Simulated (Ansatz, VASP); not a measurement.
This is a calculation of AlN for Ansatz 0.2.0.

File input.yaml:

```yaml
crystal:
  lattice:
    - [0.0, 2.1544765148, 2.1544765148]
    - [2.1544765148, 0.0, 2.1544765148]
    - [2.1544765148, 2.1544765148, 0.0]
  atoms:
    - { symbol: Al, position: [0.0, 0.0, 0.0] }
    - { symbol: "N", position: [0.25, 0.25, 0.25] }
hamiltonian:
  xc: pbe
  pseudopotentials: { kind: paw }
  dispersion: d4
kpoints:
  mp_grid: { grid: [10, 10, 10] }
scf:
  occupations: { method: fermi_dirac, width: 0.05 }
output:
  forces: true
  stress: true
  eigenvalues: true
```

Potentials or basis: Ansatz PAW.

Run with:

```sh
$ ansatz run input.yaml --threads 2 --pin off --max-ram 5120MiB --backend cpu --events-out ev --progress --plain --runs-dir out
```

Set up the same calculation for VASP 6.6.1. Potentials there: VASP PAW PBE potentials, release 64 (Al, N).

As run (the cutoff follows the program's own potentials):

Contents of INCAR:

```
PREC = Accurate
ENCUT = 600
EDIFF = 1E-6
ISMEAR = -1
SIGMA = 0.05
LREAL = False
LASPH = True
NELM = 120
ALGO = Normal
ISIF = 2
LWAVE = False
LCHARG = False
GGA = PE
IVDW = 13
NBANDS = 11
GGA_COMPAT = False
```

Contents of KPOINTS:

```
regular mesh
0
Gamma
  10 10 10
```

File POSCAR:

```
AlN
1.0
    0.0000000000      2.1544765148      2.1544765148
    2.1544765148      0.0000000000      2.1544765148
    2.1544765148      2.1544765148      0.0000000000
Al N
1 1
Direct
    0.0000000000      0.0000000000      0.0000000000
    0.2500000000      0.2500000000      0.2500000000
```

Potentials or basis: VASP PAW PBE potentials, release 64 (Al, N).

Launch:

```sh
$ cat potpaw_PBE.64/Al/POTCAR potpaw_PBE.64/N/POTCAR > POTCAR
$ mpirun -np 1 vasp_std > vasp.out
```

Both were run:

|  | VASP | Ansatz | Ansatz less VASP |
| --- | --- | --- | --- |
| gap on the k mesh at the Fermi level (eV) | 3.34 | 3.35 | +0.009 |
| least direct gap on the mesh (eV) | 4.56 | 4.55 | -0.012 |
| pressure (GPa) | 8.7 | 9.1 | +0.37 |
